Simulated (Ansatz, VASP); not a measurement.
# Cu2O in VASP and in Ansatz

Contents of POSCAR:

```
Cu2O
1.0
    4.2036194952      0.0000000000      0.0000000000
    0.0000000000      4.2036194952      0.0000000000
    0.0000000000      0.0000000000      4.2036194952
Cu O
4 2
Direct
    0.2500000000      0.2500000000      0.7500000000
    0.7500000000      0.2500000000      0.2500000000
    0.2500000000      0.7500000000      0.2500000000
    0.7500000000      0.7500000000      0.7500000000
    0.5000000000      0.5000000000      0.5000000000
    0.0000000000      0.0000000000      0.0000000000
```

Contents of INCAR.step1:

```
  PREC = Accurate
  ENCUT = 520
  EDIFF = 1E-5
  ISMEAR = 0
  SIGMA = 0.01
  LREAL = F
  LASPH = T
  NELM = 120
  ALGO = Normal
  ISIF = 2
  LWAVE = T
  LCHARG = F
  NBANDS = 37
  GGA = PE
  GGA_COMPAT = F
  KPAR = 4
```

The input INCAR.step2:

```
  PREC = Accurate
  ENCUT = 520
  EDIFF = 1E-6
  ISMEAR = 0
  SIGMA = 0.01
  LREAL = F
  LASPH = T
  NELM = 120
  ALGO = Normal
  ISIF = 2
  LWAVE = F
  LCHARG = F
  GGA = PE
  LHFCALC = T
  HFSCREEN = 0.2079
  PRECFOCK = Normal
  NBANDS = 37
  ISTART = 1
  GGA_COMPAT = F
  KPAR = 4
```

File KPOINTS:

```
regular mesh
0
Gamma
  4 4 4
```

Input for Ansatz:

```yaml
crystal:
  lattice:
    - [4.2036194952, 0.0, 0.0]
    - [0.0, 4.2036194952, 0.0]
    - [0.0, 0.0, 4.2036194952]
  atoms:
    - { symbol: Cu, position: [0.25, 0.25, 0.75] }
    - { symbol: Cu, position: [0.75, 0.25, 0.25] }
    - { symbol: Cu, position: [0.25, 0.75, 0.25] }
    - { symbol: Cu, position: [0.75, 0.75, 0.75] }
    - { symbol: O, position: [0.5, 0.5, 0.5] }
    - { symbol: O, position: [0.0, 0.0, 0.0] }
kpoints:
  mp_grid: { grid: [4, 4, 4] }
  band_path:
    path: [[0.0, 0.0, 0.0], [0.0, 0.5, 0.0], [0.5, 0.5, 0.0], [0.5, 0.5, 0.5]]
    npoints: 1
hamiltonian:
  xc: hse06
scf:
  occupations: { method: fixed }
  n_extra_bands: 5
output:
  forces: true
  stress: true
  eigenvalues: true
```

Change from the starting cell: hydrostatic strain -1.0%.

Alike in both runs: task single point; functional HSE06; k mesh 4 × 4 × 4; no spin polarisation.

```csv
,VASP,Ansatz
version,VASP 6.6.1,Ansatz 0.2.0
potentials or method,"VASP PAW PBE potentials, release 64 (Cu, O)","plane waves, PAW"
plane-wave cutoff (eV),520,420
occupations,"gaussian, width 0.01 eV",fixed
valence electrons in the cell,56,88
```

```csv
,VASP,Ansatz,Ansatz less VASP
gap on the k mesh at the Fermi level (eV),2.14,2.12,-0.015
pressure (GPa),8.1,7.2,-0.90
```

VASP's potentials hold 56 valence electrons a cell and Ansatz's 88, so a difference there can come from the potentials and not from the codes. Ansatz's warnings: stress exchange threshold loose, stress scf threshold loose.
